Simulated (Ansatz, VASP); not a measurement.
Ti: VASP beside Ansatz

The input INCAR:

```
SYSTEM = Ti
ALGO = Normal ; EDIFF = 1E-8
ENCUT = 400 ; GGA = PE
GGA_COMPAT = .False. ; ISIF = 2
ISMEAR = -1 ; LASPH = .True.
LCHARG = .False. ; LEFG = .True.
LREAL = .False. ; LWAVE = .False.
NBANDS = 12 ; NELM = 120
PREC = Accurate ; SIGMA = 0.05
```

The input KPOINTS:

```
k-points
0
Gamma
  15 15 15
  0 0 0
```

The input POSCAR:

```
Ti
1.0
    0.0000000000      2.0300000000      1.9894000000
    2.0300000000      0.0000000000      1.9894000000
    2.0300000000      2.0300000000      0.0000000000
Ti
1
Direct
    0.0000000000      0.0000000000      0.0000000000
```

Input for Ansatz:

```yaml
crystal:
  lattice:
    - [0.0, 2.03, 1.9894]
    - [2.03, 0.0, 1.9894]
    - [2.03, 2.03, 0.0]
  atoms:
    - { symbol: Ti, position: [0.0, 0.0, 0.0] }
kpoints:
  mp_grid: { grid: [15, 15, 15] }
scf:
  occupations: { method: fermi_dirac, width: 0.05 }
hamiltonian:
  xc: pbe
  pseudopotentials: { kind: all_electron, datasets: crystal }
output:
  forces: true
  stress: true
  eigenvalues: true
  efg: { contact_densities: true }
```

Change from the starting cell: zz strain of -2 %, crystal datasets.

Alike in both runs: task electric field gradients; functional PBE; k mesh 15 × 15 × 15; occupations fermi-dirac, width 0.05 eV; no spin polarisation.

|  | VASP | Ansatz |
| --- | --- | --- |
| version | VASP 6.6.1 | Ansatz 0.2.0 |
| potentials or method | VASP PAW PBE potentials, release 64 (Ti_sv), cutoff 400 eV | all-electron PAW with datasets made for the crystal, scalar-relativistic |

Ansatz gave:

| Property | Result |
| --- | --- |
| pressure (GPa) | 7.0 |
| traceless stress, the component that is largest in VASP (GPa) | 0.60 |
| size of Vzz on the site where it differs most (V/Å²) | 1.2 |

Task: What did VASP give for the same quantities?

Result: Pressure (GPa): 5.9; traceless stress, the component that is largest in VASP (GPa): 0.61; size of Vzz on the site where it differs most (V/Å²): 1.2.

Ansatz ran all-electron here, and VASP with PAW potentials.
